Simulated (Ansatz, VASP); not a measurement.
Two plane-wave programs on LuTa2Ag

```xyz
8
Lattice="4.3480 0.0000 0.0000 0.0000 4.3480 0.0000 0.0000 0.0000 8.6705" Properties=species:S:1:pos:R:3 pbc="T T T"
Ta    3.2610    1.0870    0.0000
Ta    1.0870    3.2610    0.0000
Ta    1.0870    1.0870    6.8033
Ta    3.2610    3.2610    1.8672
Ag    3.2610    1.0870    4.3352
Ag    1.0870    3.2610    4.3352
Lu    1.0870    1.0870    2.2966
Lu    3.2610    3.2610    6.3739
```

Alike in both runs: functional PBE; k mesh 5 × 5 × 2; no spin polarisation.

Ansatz relaxed the structure, and its values are those at the end. VASP's run is a single point on that final structure, the one shown.

|  | VASP | Ansatz |
| --- | --- | --- |
| version | VASP 6.6.1 | Ansatz 0.2.0 |
| potentials or method | VASP PAW PBE potentials, release 64 (Ta_pv, Ag, Lu), cutoff 520 eV | PAW plane waves |
| occupations | fermi-dirac, width 0.1 eV | fermi-dirac |
| valence electrons in the cell | 116 | 140 |

|  | VASP | Ansatz | Ansatz less VASP |
| --- | --- | --- | --- |
| gap on the k mesh at the Fermi level (eV) | none | none | - |
| pressure (GPa) | 0.1 | 0.0 | -0.12 |
| rms of the force components (eV/Å) | 0.006 | 0.000 | -0.0056 |

A gap of «none» marks a metal or a gap that the smearing closes. VASP's potentials hold 116 valence electrons a cell and Ansatz's 140, so a difference there can come from the potentials and not from the codes.

The k mesh is coarse, so the values compare programs but aren't converged. Spin-orbit coupling is off throughout.
